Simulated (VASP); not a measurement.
# Be (Fm-3m) in VASP: further runs

The runs below take Be through density of states, with LDA.

All numbers are computed with VASP 6.6.1; they aren't measurements. Logs are shortened: lines on timing, memory, paths and dates and some standing lists are left out, and cuts for length are marked.

## Step 1: The cell of the first run

It takes space group Fm-3m (No. 225, cubic). The conventional cell has a = 2.381 Å, b = 2.381 Å, c = 2.381 Å, α = 90.00°, β = 90.00°, γ = 90.00°. Within 2.2 Å of Be (site symmetry m-3m) lie 12 Be at 1.68 Å.

## Step 2: Density of states, LDA (volume scaled by 0.45)

The input, POSCAR:

```
Be
1.0
    0.0000000000      1.1903256587      1.1903256587
    1.1903256587      0.0000000000      1.1903256587
    1.1903256587      1.1903256587      0.0000000000
Be
1
Direct
    0.0000000000      0.0000000000      0.0000000000
```

The input, INCAR.step1:

```
ALGO = Normal ; EDIFF = 1E-7
ENCUT = 520 ; GGA = CA
ISIF = 2 ; ISMEAR = -1
LASPH = True ; LCHARG = True
LREAL = False ; LWAVE = False
NBANDS = 7 ; NELM = 100
PREC = Accurate ; SIGMA = 0.05
```

The input, KPOINTS.step1:

```
k-points
0
Gamma
  21 21 21
```

The input, INCAR.step2:

```
ALGO = Normal ; EDIFF = 1E-7
ENCUT = 520 ; GGA = CA
ICHARG = 11 ; ISIF = 2
ISMEAR = -5 ; LASPH = True
LCHARG = False ; LORBIT = 11
LREAL = False ; LWAVE = False
NEDOS = 2001 ; NELM = 100
PREC = Accurate ; SIGMA = 0.05
```

The input, KPOINTS.step2:

```
k-points
0
Gamma
  32 32 32
```

Potentials or basis: VASP PAW LDA potentials, release 64 (Be).

Launch:

```sh
$ cat potpaw_LDA.64/Be/POTCAR > POTCAR
$ cp INCAR.step1 INCAR
$ cp KPOINTS.step1 KPOINTS
$ mpirun -np 1 vasp_std > vasp.out
$ cp INCAR.step2 INCAR
$ cp KPOINTS.step2 KPOINTS
$ mpirun -np 1 vasp_std > vasp.out
```

OUTCAR:

```text
EDIFF = 1E-7
   ENCUT = 520
   GGA = CA
   ICHARG = 11
   ISIF = 2
   ISMEAR = -5
   LASPH = True
   LORBIT = 11
   LREAL = False
   NELM = 100
   PREC = Accurate

 ion  position               nearest neighbor table
   1  0.000  0.000  0.000-

  LATTYP: Found a face centered cubic cell.
 ALAT       =     2.3806513174

  Lattice vectors:

 A1 = (   0.0000000000,   1.1903256587,   1.1903256587)
 A2 = (   1.1903256587,   0.0000000000,   1.1903256587)
 A3 = (   1.1903256587,   1.1903256587,   0.0000000000)

Analysis of symmetry for initial positions (statically):
=====================================================================
 Subroutine PRICEL returns:
 Original cell was already a primitive cell.

 Routine SETGRP: Setting up the symmetry group for a
 face centered cubic supercell.

 Subroutine GETGRP returns: Found 48 space group operations
 (whereof 48 operations were pure point group operations)
 out of a pool of 48 trial point group operations.

The static configuration has the point symmetry O_h .

Analysis of symmetry for dynamics (positions and initial velocities):
=====================================================================
 Subroutine PRICEL returns:
 Original cell was already a primitive cell.

 Routine SETGRP: Setting up the symmetry group for a
 face centered cubic supercell.

 Subroutine GETGRP returns: Found 48 space group operations
 (whereof 48 operations were pure point group operations)
 out of a pool of 48 trial point group operations.

The dynamic configuration has the point symmetry O_h .

 Subroutine INISYM returns: Found 48 space group operations
 (whereof 48 operations are pure point group operations),
 and found     1 'primitive' translations

----------------------------------------------------------------------------------------

                                     Primitive cell

  volume of cell :       3.3731

  direct lattice vectors                    reciprocal lattice vectors
     0.000000000  1.190325659  1.190325659    -0.420053114  0.420053114  0.420053114
     1.190325659  0.000000000  1.190325659     0.420053114 -0.420053114  0.420053114
     1.190325659  1.190325659  0.000000000     0.420053114  0.420053114 -0.420053114

  length of vectors
     1.683374690  1.683374690  1.683374690     0.727553336  0.727553336  0.727553336

  position of ions in fractional coordinates (direct lattice)
     0.000000000  0.000000000  0.000000000

  ion indices of the primitive-cell ions
[... 77 lines left out ...]
   LREAL  =      F    real-space projection
   EDIFFG = 0.1E-05   stopping-criterion for IOM
   NSW    =      0    number of steps for IOM
   IBRION =     -1    ionic relax: 0-MD 1-quasi-New 2-CG
   NFREE  =      0    steps in history (QN), initial steepest desc. (CG)
   ISIF   =      2    stress and relaxation
   ISYM   =      2    0-nonsym 1-usesym 2-fastsym
   POTIM  = 0.5000    time-step for ionic-motion
   TEBEG  =    0.0;   TEEND  =   0.0 temperature during run
   PSTRESS=    0.0 pullay stress
   NELECT =       2.0000    total number of electrons
   NUPDOWN=      -1.0000    fix difference up-down
   EMIN   =  10.00;   EMAX   =-10.00  energy-range for DOS
   EFERMI =   0.00;   METHOD = LEGACY
   ISMEAR =    -5;   SIGMA  =   0.05  broadening in eV -4-tet -1-fermi 0-gaus
   EFERMI_NEDOS =   21; number of points for ismear=-14 and -15
   IALGO  =     38    algorithm
   IMIX   =      4    mixing-type and parameters
     AMIX     =   0.40;   BMIX     =  1.00
     AMIX_MAG =   1.60;   BMIX_MAG =  1.00
  volume/ion in A,a.u.               =       3.37        22.76
  Fermi-wavevector in a.u.,A,eV,Ry     =   1.375337  2.599010 25.736115  1.891551
  Thomas-Fermi vector in A             =   2.500682
   LORBIT       =     11    0 simple, 1 ext, 2 COOP (PROOUT), +10 PAW based schemes
   GGA     = CA    functional components
   LHFCALC =     F    Hartree Fock is set to
   AEXX    =    0.0000 exact exchange contribution
   IVDW    =     0    specifies the selected vdW correction
   LEPSILON=     F    determine dielectric tensor
   LRPA    =     F    only Hartree local field effects (RPA)
 non-spin polarized calculation
 Fermi weights with tetrahedron method with Bloechl corrections
  energy-cutoff  :      520.00
  volume of cell :        3.37
 maximum number of plane-waves:       100
 NGX is ok and might be reduce to    14

 number of electron       2.0000000 magnetization

 Free energy of the ion-electron system (eV)
  ---------------------------------------------------
  ext. energy  EPLUGINS =         0.00000000
  ---------------------------------------------------
  free energy    TOTEN  =        -1.28400462 eV

  energy without entropy =       -1.28400462  energy(sigma->0) =       -1.28400462

 E-fermi :  16.7446     XC(G=0): -13.8102

 val. band max:       16.8420996143   @ k =  -0.2813   0.4688   0.1875
 cond. band min:      16.3395236061   @ k =  -0.3125   0.4062   0.0937
 fundamental gap:     -0.5025760082
 Fermi energy:        16.7446177620

 k-point     1 :       0.0000    0.0000    0.0000
  band No.  band energies     occupation
      1       0.7770      2.00000
      2      53.9791      0.00000
      3      53.9791      0.00000
      4      53.9791      0.00000
      5      66.8099      0.00000
[... 177 lines left out ...]
 k-point    24 :       0.2187    0.0312    0.0000
  band No.  band energies     occupation
      1       2.2001      2.00000
      2      38.3325      0.00000
      3      49.0788      0.00000
      4      51.7864      0.00000
      5      65.4500      0.00000

 [... further k-points ...]

------------------------ aborting loop because EDIFF is reached ----------------------------------------

  FORCE on cell =-STRESS in cart. coord.  units (eV):
  Direction    XX          YY          ZZ          XY          YZ          ZX
  --------------------------------------------------------------------------------------
  -------------------------------------------------------------------------------------
  Total        8.4087650      8.4087650      8.4087650     -0.0000000      0.0000000      0.0000000
  in kB     3994.0676360   3994.0676360   3994.0676360     -0.0000000      0.0000000      0.0000000
  external PRESSURE =    3994.0676360 kB  Pullay stress =       0.0000000 kB

 VOLUME and BASIS-vectors are now :
 -----------------------------------------------------------------------------
  energy-cutoff  :      520.00
  volume of cell :        3.37
      direct lattice vectors                 reciprocal lattice vectors
     0.000000000  1.190325659  1.190325659    -0.420053114  0.420053114  0.420053114
     1.190325659  0.000000000  1.190325659     0.420053114 -0.420053114  0.420053114
     1.190325659  1.190325659  0.000000000     0.420053114  0.420053114 -0.420053114

 POSITION                                       TOTAL-FORCE (eV/Angst)
 -----------------------------------------------------------------------------------
      0.00000      0.00000      0.00000        -0.000000      0.000000      0.000000
 -----------------------------------------------------------------------------------
    total drift:                               -0.000000      0.000000     -0.000000

  FREE ENERGIE OF THE ION-ELECTRON SYSTEM (eV)
  ---------------------------------------------------
  free  energy   TOTEN  =        -1.2840046159 eV

  energy  without entropy=       -1.2840046159  energy(sigma->0) =       -1.28400462

 total charge

# of ion       s       p       d       tot
------------------------------------------
    1        0.753   2.004   0.000   2.757
```

OUTCAR.step1:

```text
EDIFF = 1E-7
   ENCUT = 520
   GGA = CA
   ISIF = 2
   ISMEAR = -1
   LASPH = True
[... 455 lines left out ...]

 POSITION                                       TOTAL-FORCE (eV/Angst)
 -----------------------------------------------------------------------------------
      0.00000      0.00000      0.00000         0.000000      0.000000      0.000000
 -----------------------------------------------------------------------------------
    total drift:                               -0.000000      0.000000     -0.000000

  FREE ENERGIE OF THE ION-ELECTRON SYSTEM (eV)
  ---------------------------------------------------
  free  energy   TOTEN  =        -1.2842660203 eV

  energy  without entropy=       -1.2841180538  energy(sigma->0) =       -1.28419204
```

Wall time 7.1 s (1 thread of Intel Xeon 6975P-C (Granite Rapids), shared host); peak memory 0.12 GiB.

Caveat: the cell differs from its parent crystal (volume scaled by 0.45); tetrahedron occupations give inexact forces and stress in metals.

## Step 3: Density of states, LDA

This run uses another cell than the first one, of 7.50 Å³/atom, 2.222 times its volume.

The input, POSCAR:

```
Be
1.0
    0.0000000000      1.5533224679      1.5533224679
    1.5533224679      0.0000000000      1.5533224679
    1.5533224679      1.5533224679      0.0000000000
Be
1
Direct
    0.0000000000      0.0000000000      0.0000000000
```

The input, INCAR.step1:

```
SYSTEM = Be
PREC     = Accurate       ! precision mode
ENCUT    = 520            ! plane-wave cutoff, eV
EDIFF    = 1E-6           ! SCF threshold, eV
ISMEAR   = -1             ! smearing method
SIGMA    = 0.05           ! smearing width, eV
LREAL    = .False.        ! projectors in reciprocal space
LASPH    = .True.         ! aspherical terms in the spheres
NELM     = 80             ! most SCF steps
ALGO     = Normal         ! electronic algorithm
ISIF     = 2              ! what is computed and relaxed
LWAVE    = .False.        ! write WAVECAR
LCHARG   = .True.         ! write CHGCAR
GGA      = CA             ! functional
NBANDS   = 7              ! bands
```

The input, KPOINTS.step1:

```
Automatic mesh
0
Gamma
  21 21 21
  0 0 0
```

The input, INCAR.step2:

```
SYSTEM = Be
PREC     = Accurate       ! precision mode
ENCUT    = 520            ! plane-wave cutoff, eV
EDIFF    = 1E-6           ! SCF threshold, eV
ISMEAR   = -5             ! smearing method
SIGMA    = 0.05           ! smearing width, eV
LREAL    = .False.        ! projectors in reciprocal space
LASPH    = .True.         ! aspherical terms in the spheres
NELM     = 80             ! most SCF steps
ALGO     = Normal         ! electronic algorithm
ISIF     = 2              ! what is computed and relaxed
LWAVE    = .False.        ! write WAVECAR
LCHARG   = .False.        ! write CHGCAR
GGA      = CA             ! functional
LORBIT   = 11             ! projections on sites
NBANDS   = 7              ! bands
NEDOS    = 2001           ! points of the DOS
ICHARG   = 11             ! starting density
```

The input, KPOINTS.step2:

```
Automatic mesh
0
Gamma
  32 32 32
  0 0 0
```

Potentials or basis: VASP PAW LDA potentials, release 64 (Be).

Launch:

```sh
$ cat potpaw_LDA.64/Be/POTCAR > POTCAR
$ cp INCAR.step1 INCAR
$ cp KPOINTS.step1 KPOINTS
$ mpirun -np 1 vasp_std > vasp.out
$ cp INCAR.step2 INCAR
$ cp KPOINTS.step2 KPOINTS
$ mpirun -np 1 vasp_std > vasp.out
```

Wall time 11 s (1 thread of Intel Xeon 6975P-C (Granite Rapids), shared host); peak memory 0.14 GiB.

It converged, with:

* Valence electrons inside the program's atomic spheres: Be 1.23

Levels at points of the mesh, in eV from the Fermi level:
```csv
k point,band 1,band 2,band 3,band 4,band 5,band 6
"(0.00, 0.00, 0.00)",-12.10,19.78,19.78,19.78,29.99,29.99
"(0.50, 0.00, 0.00)",-5.58,0.19,16.78,16.78,27.05,27.05
"(0.50, 0.50, 0.00)",-2.89,4.07,9.65,9.65,15.62,23.78
```

Caveat: tetrahedron occupations give inexact forces and stress in metals.

## Step 4: Density of states, LDA

This run uses another cell than the first one, of 7.50 Å³/atom, 2.222 times its volume.

POSCAR is that of step 3.

The input, INCAR.step1:

```
SYSTEM = Be
ALGO = Normal
EDIFF = 1E-6
ENCUT = 520
ISIF = 2
ISMEAR = -1
LASPH = .TRUE.
LCHARG = .TRUE.
LREAL = .FALSE.
LWAVE = .FALSE.
NBANDS = 7
NELM = 80
PREC = Accurate
SIGMA = 0.05
```

The input, KPOINTS.step1:

```
k-points
0
G
  21 21 21
  0 0 0
```

The input, INCAR.step2:

```
SYSTEM = Be
ALGO = Normal
EDIFF = 1E-6
ENCUT = 520
ICHARG = 11
ISIF = 2
ISMEAR = -5
LASPH = .TRUE.
LCHARG = .FALSE.
LORBIT = 11
LREAL = .FALSE.
LWAVE = .FALSE.
NBANDS = 7
NEDOS = 2001
NELM = 80
PREC = Accurate
SIGMA = 0.05
```

The input, KPOINTS.step2:

```
k-points
0
G
  32 32 32
  0 0 0
```

Potentials or basis: VASP PAW LDA potentials, release 64 (Be).

Launch:

```sh
$ cat potpaw_LDA.64/Be/POTCAR > POTCAR
$ cp INCAR.step1 INCAR
$ cp KPOINTS.step1 KPOINTS
$ mpirun -np 1 vasp_std > vasp.out
$ cp INCAR.step2 INCAR
$ cp KPOINTS.step2 KPOINTS
$ mpirun -np 1 vasp_std > vasp.out
```

OUTCAR:

```text
SYSTEM = Be
   EDIFF = 1E-6
   ENCUT = 520
   ICHARG = 11
   ISIF = 2
   ISMEAR = -5
   LASPH = .TRUE.
   LORBIT = 11
   LREAL = .FALSE.
   NELM = 80
   PREC = Accurate

 ion  position               nearest neighbor table
   1  0.000  0.000  0.000-

  LATTYP: Found a face centered cubic cell.
 ALAT       =     3.1066449358

  Lattice vectors:

 A1 = (   0.0000000000,   1.5533224679,   1.5533224679)
 A2 = (   1.5533224679,   0.0000000000,   1.5533224679)
 A3 = (   1.5533224679,   1.5533224679,   0.0000000000)

Analysis of symmetry for initial positions (statically):
=====================================================================
 Subroutine PRICEL returns:
 Original cell was already a primitive cell.

 Routine SETGRP: Setting up the symmetry group for a
 face centered cubic supercell.

 Subroutine GETGRP returns: Found 48 space group operations
 (whereof 48 operations were pure point group operations)
 out of a pool of 48 trial point group operations.

The static configuration has the point symmetry O_h .

Analysis of symmetry for dynamics (positions and initial velocities):
[... 164 lines left out ...]

 k-point     1 :       0.0000    0.0000    0.0000
  band No.  band energies     occupation
      1      -4.2843      2.00000
      2      27.5958      0.00000
      3      27.5958      0.00000
      4      27.5958      0.00000
      5      37.8024      0.00000
      6      37.8024      0.00000
      7      37.8024      0.00000
[... 221 lines left out ...]
 k-point    24 :       0.2188    0.0312    0.0000
  band No.  band energies     occupation
      1      -2.8180      2.00000
      2      19.4806      0.00000
      3      25.3110      0.00000
      4      26.5003      0.00000
      5      36.1842      0.00000
      6      38.7074      0.00000
      7      40.0620      0.00000

 [... further k-points ...]

------------------------ aborting loop because EDIFF is reached ----------------------------------------

  FORCE on cell =-STRESS in cart. coord.  units (eV):
  Direction    XX          YY          ZZ          XY          YZ          ZX
  --------------------------------------------------------------------------------------
  -------------------------------------------------------------------------------------
  Total        0.0217926      0.0217926      0.0217926      0.0000000      0.0000000      0.0000000
  in kB        4.6580643      4.6580643      4.6580643      0.0000000      0.0000000      0.0000000
  external PRESSURE =       4.6580643 kB  Pullay stress =       0.0000000 kB

 VOLUME and BASIS-vectors are now :
 -----------------------------------------------------------------------------
  energy-cutoff  :      520.00
  volume of cell :        7.50
      direct lattice vectors                 reciprocal lattice vectors
     0.000000000  1.553322468  1.553322468    -0.321890664  0.321890664  0.321890664
     1.553322468  0.000000000  1.553322468     0.321890664 -0.321890664  0.321890664
     1.553322468  1.553322468  0.000000000     0.321890664  0.321890664 -0.321890664

 POSITION                                       TOTAL-FORCE (eV/Angst)
 -----------------------------------------------------------------------------------
      0.00000      0.00000      0.00000         0.000000      0.000000      0.000000
 -----------------------------------------------------------------------------------
    total drift:                               -0.000000      0.000000     -0.000000

  FREE ENERGIE OF THE ION-ELECTRON SYSTEM (eV)
  ---------------------------------------------------
  free  energy   TOTEN  =        -4.1336047244 eV

  energy  without entropy=       -4.1336047244  energy(sigma->0) =       -4.13360472

 total charge

# of ion       s       p       d       tot
------------------------------------------
    1        0.400   0.828   0.000   1.229
```

OUTCAR.step1:

```text
SYSTEM = Be
   EDIFF = 1E-6
   ENCUT = 520
   ISIF = 2
   ISMEAR = -1
   LASPH = .TRUE.
   LREAL = .FALSE.
[... 455 lines left out ...]
 -----------------------------------------------------------------------------------
      0.00000      0.00000      0.00000        -0.000000      0.000000     -0.000000
 -----------------------------------------------------------------------------------
    total drift:                               -0.000000     -0.000000     -0.000000

  FREE ENERGIE OF THE ION-ELECTRON SYSTEM (eV)
  ---------------------------------------------------
  free  energy   TOTEN  =        -4.1334448216 eV

  energy  without entropy=       -4.1329840914  energy(sigma->0) =       -4.13321446
```

Wall time 11 s (1 thread of Intel Xeon 6975P-C (Granite Rapids), shared host); peak memory 0.14 GiB.

Results:

| Quantity | Value |
| --- | --- |
| Valence electrons inside the program's atomic spheres | Be 1.23 |

Caveat: tetrahedron occupations give inexact forces and stress in metals.
